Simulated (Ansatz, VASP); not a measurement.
## ZnO: VASP beside Ansatz

File POSCAR:

```
ZnO
1.0
    0.0000000000      2.1548847628      2.1548847628
    2.1548847628      0.0000000000      2.1548847628
    2.1548847628      2.1548847628      0.0000000000
Zn O
1 1
Direct
    0.0000000000      0.0000000000      0.0000000000
    0.5000000000      0.5000000000      0.5000000000
```

INCAR.step1

```
PREC = Accurate
ENCUT = 910
ISMEAR = 0
SIGMA = 0.02
LREAL = False
LASPH = True
NELM = 120
NBANDS = 16
GGA = PE
ALGO = Normal
EDIFF = 1E-5
LWAVE = True
LCHARG = False
GGA_COMPAT = False
```

File INCAR.step2:

```
PREC = Accurate
ENCUT = 910
EDIFF = 1E-6
ISMEAR = 0
SIGMA = 0.02
LREAL = False
LASPH = True
NELM = 120
ALGO = Normal
ISIF = 2
LWAVE = False
LCHARG = False
METAGGA = R2SCAN
LMIXTAU = True
NBANDS = 16
ISTART = 1
GGA_COMPAT = False
```

KPOINTS

```
regular mesh
0
Gamma
  12 12 12
```

Input for Ansatz:

```yaml
crystal:
  lattice:
    - [0.0, 2.1548847628, 2.1548847628]
    - [2.1548847628, 0.0, 2.1548847628]
    - [2.1548847628, 2.1548847628, 0.0]
  atoms:
    - { symbol: Zn, position: [0.0, 0.0, 0.0] }
    - { symbol: O, position: [0.5, 0.5, 0.5] }
basis:
  ecutwfc: 500
kpoints:
  mp_grid: { grid: [12, 12, 12] }
hamiltonian:
  xc: r2scan
scf:
  occupations: { method: gaussian, width: 0.02 }
output:
  forces: true
  stress: true
  eigenvalues: true
```

Alike in both runs: task single point; functional r2SCAN; k mesh 12 × 12 × 12; occupations gaussian, width 0.02 eV; no spin polarisation.

|  | VASP | Ansatz |
| --- | --- | --- |
| version | VASP 6.6.1 | Ansatz 0.2.0 |
| potentials or method | VASP PAW PBE potentials, release 64 (Zn, O_h), cutoff 910 eV | scalar-relativistic, plane waves, PAW |
| valence electrons in the cell | 18 | 18 |

Ansatz gave:

- gap on the k mesh at the Fermi level (eV): 1.42
- least direct gap on the mesh (eV): 2.75

What did VASP give for the same quantities?

gap on the k mesh at the Fermi level (eV): 1.41; least direct gap on the mesh (eV): 2.73.

VASP's potentials were made for PBE, not for r2SCAN.

Noted on VASP's run: the cutoff is short for stress, so the pressure is rough.
